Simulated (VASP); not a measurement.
# V (Im-3m) in VASP: further runs, part 2 of 2

VASP 6.6.1. The steps go on from the part before.

## 3. Single point, revPBE+D3(BJ), collinear spin, ferromagnetic start

Contents of INCAR:

```
PREC = Accurate
ENCUT = 520
EDIFF = 1E-6
ISMEAR = -1
SIGMA = 0.05
LREAL = False
LASPH = True
NELM = 150
ALGO = Normal
ISIF = 2
LWAVE = False
LCHARG = False
ISPIN = 2
MAGMOM = 2
LORBIT = 11
LMAXMIX = 4
GGA = RE
IVDW = 12
NBANDS = 16
```

Contents of KPOINTS:

```
regular mesh
0
Gamma
  12 12 12
```

Contents of POSCAR:

```
V
1.0
   -1.5342779432      1.5342779432      1.5342779432
    1.5342779432     -1.5342779432      1.5342779432
    1.5342779432      1.5342779432     -1.5342779432
V
1
Direct
    0.0000000000      0.0000000000      0.0000000000
```

Potentials or basis: VASP PAW PBE potentials, release 64 (V_sv).

On the command line:

```
$ cat potpaw_PBE.64/V_sv/POTCAR > POTCAR
$ mpirun -np 1 vasp_std > vasp.out
```

OUTCAR:

```text
PREC = Accurate
   ENCUT = 520
   EDIFF = 1E-6
   ISMEAR = -1
   LREAL = False
   LASPH = True
   NELM = 150
   ISIF = 2
   ISPIN = 2
   LORBIT = 11
   GGA = RE
   IVDW = 12
 IVDW          = 12

 ion  position               nearest neighbor table
   1  0.000  0.000  0.000-

  LATTYP: Found a body centered cubic cell.
 ALAT       =     3.0685558864

  Lattice vectors:

 A1 = (  -1.5342779432,   1.5342779432,   1.5342779432)
 A2 = (   1.5342779432,  -1.5342779432,   1.5342779432)
[... 1124 lines left out ...]
  --------------------------------------------------------------------------------------
  -------------------------------------------------------------------------------------
  Total      -1.98157    -1.98157    -1.98157     0.00000     0.00000     0.00000
  in kB    -219.75983  -219.75983  -219.75983     0.00000     0.00000     0.00000
  external pressure =     -219.76 kB  Pullay stress =        0.00 kB

 VOLUME and BASIS-vectors are now :
 -----------------------------------------------------------------------------
  energy-cutoff  :      520.00
  volume of cell :       14.45
      direct lattice vectors                 reciprocal lattice vectors
    -1.534277943  1.534277943  1.534277943     0.000000000  0.325886194  0.325886194
     1.534277943 -1.534277943  1.534277943     0.325886194  0.000000000  0.325886194
     1.534277943  1.534277943 -1.534277943     0.325886194  0.325886194  0.000000000

 POSITION                                       TOTAL-FORCE (eV/Angst)
 -----------------------------------------------------------------------------------
      0.00000      0.00000      0.00000         0.000000      0.000000     -0.000000
 -----------------------------------------------------------------------------------
    total drift:                                0.000000      0.000000      0.000000

  FREE ENERGIE OF THE ION-ELECTRON SYSTEM (eV)
  ---------------------------------------------------
  free  energy   TOTEN  =        -9.7777209576 eV

  energy  without entropy=       -9.7593228573  energy(sigma->0) =       -9.76852191

 total charge

# of ion       s       p       d       tot
------------------------------------------
    1        2.320   6.201   3.010  11.531

 magnetization (x)

# of ion       s       p       d       tot
------------------------------------------
    1       -0.000  -0.000  -0.001  -0.001
```

OSZICAR:

```text
N       E                     dE             d eps       ncg     rms          rms(c)
DAV:   1     0.939301589290E+02    0.93930E+02   -0.65137E+03  4656   0.876E+02
DAV:   2    -0.794144100806E+01   -0.10187E+03   -0.97823E+02  5104   0.269E+02
DAV:   3    -0.949273252889E+01   -0.15513E+01   -0.15495E+01  5216   0.365E+01
DAV:   4    -0.949921280919E+01   -0.64803E-02   -0.64802E-02  5472   0.248E+00
DAV:   5    -0.949927407949E+01   -0.61270E-04   -0.61270E-04  5272   0.225E-01    0.181E+01
DAV:   6    -0.855993526419E+01    0.93934E+00   -0.19181E+00  4704   0.220E+01    0.247E+00
DAV:   7    -0.859061850605E+01   -0.30683E-01   -0.13533E-01  4928   0.333E+00    0.175E+00
DAV:   8    -0.859451624303E+01   -0.38977E-02   -0.70045E-03  5056   0.104E+00    0.828E-01
DAV:   9    -0.859293439896E+01    0.15818E-02   -0.15751E-03  5184   0.453E-01    0.180E-01
DAV:  10    -0.859351038317E+01   -0.57598E-03   -0.98804E-04  5064   0.301E-01    0.109E-01
DAV:  11    -0.859374170300E+01   -0.23132E-03   -0.21536E-04  5248   0.103E-01    0.616E-02
DAV:  12    -0.859389213970E+01   -0.15044E-03   -0.10921E-04  5112   0.597E-02    0.461E-02
DAV:  13    -0.859393166081E+01   -0.39521E-04   -0.12019E-05  5432   0.213E-02    0.391E-02
DAV:  14    -0.859402606362E+01   -0.94403E-04   -0.24931E-04  5032   0.817E-02    0.126E-02
DAV:  15    -0.859403726206E+01   -0.11198E-04   -0.23573E-05  5512   0.272E-02    0.483E-03
DAV:  16    -0.859403963934E+01   -0.23773E-05   -0.18512E-06  4568   0.104E-02    0.226E-03
DAV:  17    -0.859403980253E+01   -0.16319E-06   -0.90171E-07  2808   0.624E-03
   1 F= -.97777210E+01 E0= -.97685219E+01  d E =-.183981E-01  mag=    -0.0005
```

Run time: 19 s. Hardware: 1 thread of Intel Xeon 6975P-C (Granite Rapids), shared host; peak memory 0.15 GiB.

What came out:

| Property | Result |
| --- | --- |
| Free energy | -9.7777 eV |
| Pressure | -22.0 GPa |
| Net moment | 0.00 μB per cell |
| Valence electrons inside the program's atomic spheres | V 11.53 |
| Dispersion energy per atom | -1.184 eV |

Levels at points of the mesh, in eV from the Fermi level:
Spin up:
| k point | band 4 | band 5 | band 6 | band 7 | band 8 | band 9 |
| --- | --- | --- | --- | --- | --- | --- |
| (0.00, 0.00, 0.00) | -37.26 | -6.43 | 0.40 | 0.40 | 0.40 | 2.24 |
| (0.50, 0.00, 0.00) | -37.26 | -2.94 | -1.00 | 1.40 | 2.23 | 2.56 |
| (0.50, 0.50, 0.50) | -37.75 | -2.68 | -2.68 | 3.40 | 3.40 | 3.40 |
Spin down:
| k point | band 3 | band 4 | band 5 | band 6 | band 7 | band 8 | band 9 | band 10 |
| --- | --- | --- | --- | --- | --- | --- | --- | --- |
| (0.00, 0.00, 0.00) | -37.26 | -37.26 | -6.43 | 0.40 | 0.40 | 0.40 | 2.24 | 2.24 |
| (0.50, 0.00, 0.00) | -37.49 | -37.26 | -2.94 | -1.00 | 1.40 | 2.23 | 2.56 | 3.75 |
| (0.50, 0.50, 0.50) | -37.75 | -37.75 | -2.68 | -2.68 | 3.40 | 3.40 | 3.40 | 9.57 |

Caveat: the PAW data sets were made with another functional, which shifts forces and pressure a little; pairwise dispersion overbinds metals, which lowers pressure and volume.
